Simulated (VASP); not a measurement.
A run of VASP 6.6.1:

File INCAR:

```
SYSTEM = Bi
PREC = Accurate
ENCUT = 500
EDIFF = 1E-6
ISMEAR = 0
SIGMA = 0.1
LREAL = .False.
LASPH = .True.
NELM = 120
ALGO = Normal
ISIF = 2
LWAVE = .False.
LCHARG = .False.
GGA = PE
IVDW = 12
NBANDS = 14
GGA_COMPAT = .False.
```

Contents of KPOINTS:

```
Automatic mesh
0
Gamma
  16 16 16
  0 0 0
```

File POSCAR:

```
Bi
1.0
   -1.9194685907      1.9194685907      1.9194685907
    1.9194685907     -1.9194685907      1.9194685907
    1.9194685907      1.9194685907     -1.9194685907
Bi
1
Direct
    0.0000000000      0.0000000000      0.0000000000
```

Potentials or basis: VASP PAW PBE potentials, release 64 (Bi_d).

Launch:

```sh
$ cat potpaw_PBE.64/Bi_d/POTCAR > POTCAR
$ mpirun -np 1 vasp_std > vasp.out
```

Hardware: 1 thread of AMD EPYC 7R13 (shared host).

Q: How long does it take, and how much memory?

A: Run time: 47 s on 1 thread of AMD EPYC 7R13, with other jobs on the host, peak memory 0.15 GiB. Counts: scf iterations 11, k points 145.
